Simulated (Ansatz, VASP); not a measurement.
**One calculation of Ca, two programs**

```
CELL_PARAMETERS angstrom
-2.19568 2.19568 2.18493
2.19568 -2.19568 2.18493
2.19568 2.19568 -2.18493
ATOMIC_POSITIONS crystal
Ca 0.50000 0.50000 0.00000
```

Alike in both runs: functional PBE; k mesh 14 × 14 × 14; occupations gaussian, width 0.1 eV; no spin polarisation.

Ansatz relaxed the structure, and its values are those at the end. VASP's run is a single point on that final structure, the one shown.

|  | VASP | Ansatz |
| --- | --- | --- |
| version | VASP 6.6.1 | Ansatz 0.2.0 |
| potentials or method | VASP PAW PBE potentials, release 64 (Ca_sv), cutoff 520 eV | scalar-relativistic, plane waves, PAW |
| valence electrons in the cell | 10 | 10 |

|  | VASP | Ansatz | Ansatz less VASP |
| --- | --- | --- | --- |
| gap on the k mesh at the Fermi level (eV) | none | none | - |
| pressure (GPa) | 0.0 | 0.0 | -0.02 |

A gap of «none» marks a metal or a gap that the smearing closes. The functional is the same, so the differences come from potentials, cutoffs and numerics.
